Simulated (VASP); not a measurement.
A run of VASP 6.6.1 is set up as follows.

INCAR

```
SYSTEM = Au
ALGO = Normal
EDIFF = 1E-6
ENCUT = 520
GGA = PE
ISIF = 2
ISMEAR = -1
LASPH = .True.
LCHARG = .False.
LREAL = .False.
LWAVE = .False.
NBANDS = 12
NELM = 100
PREC = Accurate
SIGMA = 0.1
```

The input KPOINTS:

```
k-points
0
Gamma
  21 21 21
  0 0 0
```

The input POSCAR:

```
Au
1.0
    0.0000000000      2.0782552709      2.0782552709
    2.0782552709      0.0000000000      2.0782552709
    2.0782552709      2.0782552709      0.0000000000
Au
1
Direct
    0.0000000000      0.0000000000      0.0000000000
```

Potentials or basis: VASP PAW PBE potentials, release 64 (Au).

The run is started by

```sh
$ cat potpaw_PBE.64/Au/POTCAR > POTCAR
$ mpirun -np 1 vasp_std > vasp.out
```

Task: Estimate the pressure.

Result: -0.1 GPa.
